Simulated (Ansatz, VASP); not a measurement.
**GaSb in VASP and in Ansatz**

```
CELL_PARAMETERS angstrom
0.00000 3.06588 3.06588
3.02817 0.00000 3.06588
3.02817 3.06588 0.00000
ATOMIC_POSITIONS crystal
Ga 0.00000 0.00000 0.00000
Sb 0.25000 0.25000 0.25000
```

Change from the starting cell: uniaxial_x strain -1.2%.

Alike in both runs: task single point; functional r2SCAN; k mesh 8 × 8 × 8; occupations fermi-dirac, width 0.02 eV; no spin polarisation.

|  | VASP | Ansatz |
| --- | --- | --- |
| version | VASP 6.6.1 | Ansatz 0.2.0 |
| potentials or method | VASP PAW PBE potentials, release 64 (Ga_d, Sb_d_GW) | plane waves, PAW |
| plane-wave cutoff (eV) | 550 | 500 |
| valence electrons in the cell | 28 | 28 |

Ansatz gave:

| Quantity | Value |
| --- | --- |
| pressure (GPa) | 0.7 |
| traceless stress, the component that is largest in VASP (GPa) | 0.40 |

Task: Which values does VASP return?

Result: Pressure (GPa): 0.7; traceless stress, the component that is largest in VASP (GPa): 0.41.

VASP's potentials were made for PBE, not for r2SCAN.

Neither program's run includes spin-orbit coupling.
